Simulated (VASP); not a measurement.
# RbNaPt6 (P4/mmm) in VASP: further runs, part 2 of 2

VASP 6.6.1. Earlier steps stand in the parts before.

## (4) Relaxation of cell and atoms, PBE

This run uses another cell than the first one, of 19.18 Å³/atom.

The input, INCAR:

```
ALGO = Fast ; EDIFF = 1E-6
EDIFFG = -0.04 ; ENCUT = 600
GGA = PE ; IBRION = 2
ISIF = 3 ; ISMEAR = 0
LASPH = T ; LCHARG = F
LREAL = F ; LWAVE = F
NELM = 80 ; NSW = 90
PREC = Accurate ; SIGMA = 0.1
```

The input, KPOINTS:

```
k-points
0
Gamma
  4 4 2
```

The input, POSCAR:

```
RbNaPt6
1.0
    4.2537802100      0.0000000000      0.0000000000
    0.0000000000      4.2537802100      0.0000000000
    0.0000000000      0.0000000000      8.4816675000
Rb Na Pt
1 1 6
Direct
    0.0000000000      0.0000000000      0.0000000000
    0.0000000000      0.0000000000      0.5000000000
    0.5000000000      0.5000000000      0.0000000000
    0.5000000000      0.5000000000      0.5000000000
    0.5000000000      0.0000000000      0.2415597400
    0.5000000000      0.0000000000      0.7584402600
    0.0000000000      0.5000000000      0.2415597400
    0.0000000000      0.5000000000      0.7584402600
```

Potentials or basis: VASP PAW PBE potentials, release 64 (Rb_sv, Na_pv, Pt).

Command:

```bash
$ cat potpaw_PBE.64/Rb_sv/POTCAR potpaw_PBE.64/Na_pv/POTCAR potpaw_PBE.64/Pt/POTCAR > POTCAR
$ mpirun -np 1 vasp_std > vasp.out
```

OUTCAR:

```text
EDIFF = 1E-6
   EDIFFG = -0.04
   ENCUT = 600
   GGA = PE
   IBRION = 2
   ISIF = 3
   ISMEAR = 0
   LASPH = T
   LREAL = F
   NELM = 80
   NSW = 90
   PREC = Accurate

 ion  position               nearest neighbor table
   1  0.000  0.000  0.000-   5 2.95   6 2.95   7 2.95   8 2.95   7 2.95   8 2.95   5 2.95   6 2.95
                             3 3.01   3 3.01   3 3.01   3 3.01   2 4.24   2 4.24
   2  0.000  0.000  0.500-   4 3.01   4 3.01   4 3.01   4 3.01   8 3.05   5 3.05   7 3.05   8 3.05
                             6 3.05   5 3.05   6 3.05   7 3.05   1 4.24   1 4.24
   3  0.500  0.500  0.000-   5 2.95   6 2.95   7 2.95   8 2.95   5 2.95   6 2.95   7 2.95   8 2.95
                             1 3.01   1 3.01   1 3.01   1 3.01
   4  0.500  0.500  0.500-   2 3.01   2 3.01   2 3.01   2 3.01   8 3.05   5 3.05   5 3.05   6 3.05
                             6 3.05   7 3.05   8 3.05   7 3.05
   5  0.500  0.000  0.242-   1 2.95   3 2.95   3 2.95   1 2.95   7 3.01   7 3.01   7 3.01   7 3.01
                             4 3.05   2 3.05   4 3.05   2 3.05
   6  0.500  0.000  0.758-   1 2.95   3 2.95   3 2.95   1 2.95   8 3.01   8 3.01   8 3.01   8 3.01
                             4 3.05   2 3.05   4 3.05   2 3.05
   7  0.000  0.500  0.242-   1 2.95   3 2.95   1 2.95   3 2.95   5 3.01   5 3.01   5 3.01   5 3.01
                             4 3.05   4 3.05   2 3.05   2 3.05
   8  0.000  0.500  0.758-   1 2.95   3 2.95   1 2.95   3 2.95   6 3.01   6 3.01   6 3.01   6 3.01
                             4 3.05   4 3.05   2 3.05   2 3.05

  LATTYP: Found a simple tetragonal cell.
 ALAT       =     4.2537802100
 C/A-ratio  =     1.9939129624

  Lattice vectors:

 A1 = (   4.2537802100,   0.0000000000,   0.0000000000)
 A2 = (   0.0000000000,   4.2537802100,   0.0000000000)
 A3 = (   0.0000000000,   0.0000000000,   8.4816675000)

Analysis of symmetry for initial positions (statically):
=====================================================================
 Subroutine PRICEL returns:
 Original cell was already a primitive cell.

 Routine SETGRP: Setting up the symmetry group for a
 simple tetragonal supercell.

 Subroutine GETGRP returns: Found 16 space group operations
 (whereof 16 operations were pure point group operations)
 out of a pool of 16 trial point group operations.

The static configuration has the point symmetry D_4h.

Analysis of symmetry for dynamics (positions and initial velocities):
=====================================================================
 Subroutine PRICEL returns:
 Original cell was already a primitive cell.

 Routine SETGRP: Setting up the symmetry group for a
 simple tetragonal supercell.

 Subroutine GETGRP returns: Found 16 space group operations
 (whereof 16 operations were pure point group operations)
 out of a pool of 16 trial point group operations.

The dynamic configuration has the point symmetry D_4h.

 Subroutine INISYM returns: Found 16 space group operations
 (whereof 16 operations are pure point group operations),
 and found     1 'primitive' translations

----------------------------------------------------------------------------------------

                                     Primitive cell

  volume of cell :     153.4728

  direct lattice vectors                    reciprocal lattice vectors
     4.253780210  0.000000000  0.000000000     0.235085019  0.000000000  0.000000000
     0.000000000  4.253780210  0.000000000     0.000000000  0.235085019  0.000000000
     0.000000000  0.000000000  8.481667500     0.000000000  0.000000000  0.117901344

  length of vectors
     4.253780210  4.253780210  8.481667500     0.235085019  0.235085019  0.117901344

[... 63 lines left out ...]
   total plane-waves  NPLWV =  90720
   dimension x,y,z NGX =    36 NGY =   36 NGZ =   70
   dimension x,y,z NGXF=    72 NGYF=   72 NGZF=  140
   ions per type =               1   1   6
   NGX,Y,Z   is equivalent  to a cutoff of  14.07, 14.07, 13.72 a.u.
   NGXF,Y,Z  is equivalent  to a cutoff of  28.14, 28.14, 27.44 a.u.
 SYSTEM =  unknown system
   PREC   = accura    normal or accurate (medium, high low for compatibility)
   ISTART =      0    job   : 0-new  1-cont  2-samecut
   ICHARG =      2    charge: 1-file 2-atom 10-const
   ISPIN  =      1    spin polarized calculation?
   LNONCOLLINEAR =      F non collinear calculations
   LSORBIT =      F    spin-orbit coupling
   LASPH  =      T    aspherical Exc in radial PAW
   ENCUT  =  600.0 eV  44.10 Ry    6.64 a.u.   8.50  8.50 16.94*2*pi/ulx,y,z
   NELM   =     80;   NELMIN=  2; NELMDL= -5     # of ELM steps
   EDIFF  = 0.1E-05   stopping-criterion for ELM
   LREAL  =      F    real-space projection
   EDIFFG = -.4E-01   stopping-criterion for IOM
   NSW    =     90    number of steps for IOM
   IBRION =      2    ionic relax: 0-MD 1-quasi-New 2-CG
   NFREE  =      1    steps in history (QN), initial steepest desc. (CG)
   ISIF   =      3    stress and relaxation
   ISYM   =      2    0-nonsym 1-usesym 2-fastsym
   POTIM  = 0.5000    time-step for ionic-motion
   TEBEG  =    0.0;   TEEND  =   0.0 temperature during run
   PSTRESS=    0.0 pullay stress
   NELECT =      76.0000    total number of electrons
   NUPDOWN=      -1.0000    fix difference up-down
   EMIN   =  10.00;   EMAX   =-10.00  energy-range for DOS
   EFERMI =   0.00;   METHOD = LEGACY
   ISMEAR =     0;   SIGMA  =   0.10  broadening in eV -4-tet -1-fermi 0-gaus
   EFERMI_NEDOS =   21; number of points for ismear=-14 and -15
   IALGO  =     68    algorithm
   IMIX   =      4    mixing-type and parameters
     AMIX     =   0.40;   BMIX     =  1.00
     AMIX_MAG =   1.60;   BMIX_MAG =  1.00
  volume/ion in A,a.u.               =      19.18       129.46
  Fermi-wavevector in a.u.,A,eV,Ry     =   1.295196  2.447566 22.824227  1.677533
  Thomas-Fermi vector in A             =   2.426731
   LORBIT       =      0    0 simple, 1 ext, 2 COOP (PROOUT), +10 PAW based schemes
   GGA     = PE    functional components
   LHFCALC =     F    Hartree Fock is set to
   AEXX    =    0.0000 exact exchange contribution
   IVDW    =     0    specifies the selected vdW correction
   LEPSILON=     F    determine dielectric tensor
   LRPA    =     F    only Hartree local field effects (RPA)
 conjugate gradient relaxation of ions
 non-spin polarized calculation
 RMM-DIIS sequential band-by-band and
 Gauss-broadening in eV      SIGMA  =   0.10
  energy-cutoff  :      600.00
  volume of cell :      153.47
 maximum number of plane-waves:      5156
 NGX is ok and might be reduce to    36
   NGX = 17   NGY = 17   NGZ = 33

--------------------------------------- Ionic step        1  -------------------------------------------

 number of electron      75.9999999 magnetization

 Free energy of the ion-electron system (eV)
  ---------------------------------------------------
  ext. energy  EPLUGINS =         0.00000000
  ---------------------------------------------------
  free energy    TOTEN  =       -35.12844335 eV

  energy without entropy =      -35.09239637  energy(sigma->0) =      -35.11041986

------------------------ aborting loop because EDIFF is reached ----------------------------------------

  FORCE on cell =-STRESS in cart. coord.  units (eV):
  Direction    XX          YY          ZZ          XY          YZ          ZX
  --------------------------------------------------------------------------------------
  -------------------------------------------------------------------------------------
  Total       -7.6141349     -7.6141349     -7.7676804      0.0000000      0.0000000      0.0000000
  in kB      -79.4876781    -79.4876781    -81.0906147      0.0000000      0.0000000      0.0000000
  external PRESSURE =     -80.0219903 kB  Pullay stress =       0.0000000 kB
[... 107 lines left out ...]
  FREE ENERGIE OF THE ION-ELECTRON SYSTEM (eV)
  ---------------------------------------------------
  free  energy   TOTEN  =       -35.6821888234 eV

  energy  without entropy=      -35.6586197729  energy(sigma->0) =      -35.67040430

[... ionic steps 4 to 7 ...]

--------------------------------------- Ionic step        8  -------------------------------------------

 number of electron      76.0000004 magnetization

------------------------ aborting loop because EDIFF is reached ----------------------------------------
[... 79 lines left out ...]
--------------------------------------- Ionic step       10  -------------------------------------------

 number of electron      76.0000006 magnetization

 Free energy of the ion-electron system (eV)
  ---------------------------------------------------
  ext. energy  EPLUGINS =         0.00000000
  ---------------------------------------------------
  free energy    TOTEN  =       -36.31109442 eV

  energy without entropy =      -36.27549471  energy(sigma->0) =      -36.29329456

 E-fermi :   6.8906     XC(G=0): -11.9594

 val. band max:        6.8764783583   @ k =   0.2500   0.0000   0.0000
 cond. band min:       6.8915290690   @ k =   0.0000   0.0000   0.5000
 fundamental gap:      0.0150507107
 Fermi energy:         6.8906485940

 k-point     1 :       0.0000    0.0000    0.0000
  band No.  band energies     occupation
      1     -18.4227      2.00000
      2     -15.2714      2.00000
      3     -15.2605      2.00000
      4     -15.2605      2.00000
      5      -3.2540      2.00000
      6      -2.7954      2.00000
[... 600 lines left out ...]
  FREE ENERGIE OF THE ION-ELECTRON SYSTEM (eV)
  ---------------------------------------------------
  free  energy   TOTEN  =       -36.3110944153 eV

  energy  without entropy=      -36.2754947099  energy(sigma->0) =      -36.29329456

 reached required accuracy - stopping structural energy minimisation
```

Run time: 13 min. Hardware: 1 thread of Intel Xeon Platinum 8488C (Sapphire Rapids), shared host; peak memory 0.35 GiB.

Results:

```yaml
Free_energy: -36.3111 eV
Relaxed_volume: 17.55 Å³/atom
Relaxed_cell: a = 4.114 Å, b = 4.114 Å, c = 8.294 Å, α = 90.00°, β = 90.00°, γ = 90.00°
Space_group_after_relaxing_to_0.1_Å: P4/mmm (No. 123)
Energy_gained_by_relaxing: 147.8 meV/atom
Ionic_steps: 10
Pressure_after_relaxing: 0.1 GPa
Largest_force_after_relaxing: 0.006 eV/Å
Band_gap_on_the_k_mesh: zero (bands 38 and 39 overlap by 1.08 eV)
```

Forces on the atoms (eV/Å):
```
Rb   0.000  0.000  0.000
Na   0.000  0.000  0.000
Pt   0.000  0.000  0.000
Pt   0.000  0.000  0.000
Pt   0.000  0.000  0.006
Pt   0.000  0.000 -0.006
Pt   0.000  0.000  0.006
Pt   0.000  0.000 -0.006
```

The path:
```
step  energy change (eV)  largest force (eV/Å)  pressure (GPa)  volume (Å³)
   1              0.0000                1.1970           -8.00       153.47
   2             -0.4892                1.4543            7.53       133.16
   3             -0.5537                1.4245            2.62       137.76
   4             -0.9216                0.8407            2.77       136.77
   5             -1.1032                0.1335            4.54       135.52
   6             -1.0717                0.1711           -5.07       146.87
   7             -1.1737                0.1457           -0.28       140.48
   8             -1.1737                0.1459           -0.20       140.38
   9             -1.1789                0.0959           -0.09       140.38
  10             -1.1827                0.0057            0.09       140.39
```

Final structure:
```cif
data_structure
_symmetry_space_group_name_H-M 'P 1'
_symmetry_Int_Tables_number 1
_cell_length_a 4.1143
_cell_length_b 4.1143
_cell_length_c 8.2937
_cell_angle_alpha 90.000
_cell_angle_beta 90.000
_cell_angle_gamma 90.000
_cell_volume 140.39
loop_
_atom_site_label
_atom_site_type_symbol
_atom_site_fract_x
_atom_site_fract_y
_atom_site_fract_z
_atom_site_occupancy
Rb1 Rb 0.00000 0.00000 0.00000 1
Na1 Na 0.00000 0.00000 0.50000 1
Pt1 Pt 0.50000 0.50000 0.00000 1
Pt2 Pt 0.50000 0.50000 0.50000 1
Pt3 Pt 0.50000 0.00000 0.27448 1
Pt4 Pt 0.50000 0.00000 0.72552 1
Pt5 Pt 0.00000 0.50000 0.27448 1
Pt6 Pt 0.00000 0.50000 0.72552 1
```

Caveat: the k points lie up to 0.38 Å⁻¹ apart in the final cell, too coarse for converged energies and pressures of a metal; spin-orbit coupling is left out, which moves the levels of the heavy elements.

## (5) Single point, PBE

The input, INCAR:

```
SYSTEM = RbNaPt6
  ALGO = Fast
  EDIFF = 1E-6
  ENCUT = 520
  GGA = PE
  ISIF = 2
  ISMEAR = 0
  LASPH = .TRUE.
  LCHARG = .TRUE.
  LELF = .TRUE.
  LREAL = .FALSE.
  LVHAR = .TRUE.
  LWAVE = .FALSE.
  NBANDS = 48
  NELM = 60
  PREC = Accurate
  SIGMA = 0.1
```

The input, KPOINTS:

```
k-points
0
G
  10 10 6
  0 0 0
```

The input, POSCAR:

```
RbNaPt6
1.0
    4.1108709427      0.0000000000      0.0000000000
    0.0000000000      4.1108709427      0.0000000000
    0.0000000000      0.0000000000      8.2948037450
Rb Na Pt
1 1 6
Direct
    0.0000000000      0.0000000000      0.0000000000
    0.0000000000      0.0000000000      0.5000000000
    0.5000000000      0.5000000000      0.0000000000
    0.5000000000      0.5000000000      0.5000000000
    0.5000000000      0.0000000000      0.2728412811
    0.5000000000      0.0000000000      0.7271587189
    0.0000000000      0.5000000000      0.2728412811
    0.0000000000      0.5000000000      0.7271587189
```

Command:

```bash
$ cat potpaw_PBE.64/Rb_sv/POTCAR potpaw_PBE.64/Na_pv/POTCAR potpaw_PBE.64/Pt/POTCAR > POTCAR
$ mpirun -np 1 vasp_std > vasp.out
```

Wall time 8 min (1 thread of Intel Xeon Platinum 8488C (Sapphire Rapids), shared host); peak memory 0.57 GiB.

The run converged. Its results:

| Item | Value |
| --- | --- |
| Free energy | -36.2957 eV |
| Pressure | 0.1 GPa |
| Largest force | 0.015 eV/Å |
| Band gap on the k mesh | zero (bands 38 and 39 overlap by 1.13 eV) |

Forces in eV/Å, atoms in the order of the input:
```
Rb   0.000  0.000  0.000
Na   0.000  0.000  0.000
Pt   0.000  0.000  0.000
Pt   0.000  0.000  0.000
Pt   0.000  0.000  0.015
Pt   0.000  0.000 -0.015
Pt   0.000  0.000  0.015
Pt   0.000  0.000 -0.015
```

Levels at points of the mesh, in eV from the Fermi level:
| k point | band 35 | band 36 | band 37 | band 38 | band 39 | band 40 | band 41 | band 42 |
| --- | --- | --- | --- | --- | --- | --- | --- | --- |
| (0.00, 0.00, 0.00) | -0.44 | 0.25 | 0.54 | 0.54 | 0.60 | 0.60 | 3.55 | 3.55 |
| (0.50, 0.00, 0.00) | -1.06 | -0.91 | -0.84 | -0.74 | -0.47 | 0.58 | 1.45 | 2.14 |
| (0.50, 0.50, 0.00) | -0.91 | 0.23 | 0.26 | 0.26 | 0.31 | 1.29 | 1.84 | 1.84 |
| (0.00, 0.00, 0.50) | -0.48 | -0.32 | -0.11 | 0.53 | 0.60 | 0.60 | 0.79 | 3.94 |
| (0.50, 0.00, 0.50) | -0.83 | -0.72 | -0.68 | -0.54 | -0.52 | -0.07 | 0.01 | 2.89 |
| (0.50, 0.50, 0.50) | -0.88 | -0.49 | -0.49 | -0.49 | 0.01 | 1.25 | 1.86 | 1.86 |

Caveat: spin-orbit coupling is left out, which moves the levels of the heavy elements.

## (6) Summary

```tsv
task	cell	k mesh	cutoff (eV)	gap on the mesh (eV)	pressure (GPa)	largest force (eV/Å)
single point	a = 4.115, b = 4.115, c = 8.293 Å, 8 atoms, atomic positions A	4 × 4 × 2	520	none	0.0	0.02
single point	a = 4.254, b = 4.254, c = 8.482 Å, 8 atoms, atomic positions B	4 × 4 × 2	520	none	-8.1	1.20
relaxation of cell and atoms	relaxed from a = 4.254, b = 4.254, c = 8.482 Å, 8 atoms, atomic positions B	4 × 4 × 2	600	none	0.1	0.01
single point	a = 4.111, b = 4.111, c = 8.295 Å, 8 atoms, atomic positions A	10 × 10 × 6	520	none	0.1	0.01
```

Alike in all rows: level PBE; potentials or basis VASP PAW PBE potentials, release 64 (Rb_sv, Na_pv, Pt); no spin polarisation; smearing gaussian 0.1 eV.

Caveats: some runs use coarse meshes; spin-orbit coupling is left out, which moves the levels of the heavy elements; forces of over 1 eV/Å act on the atoms, so gaps and moduli don't describe the material at rest (at least some runs).

Total energies depend on the potentials used, so only differences within one code and one set of settings carry meaning.
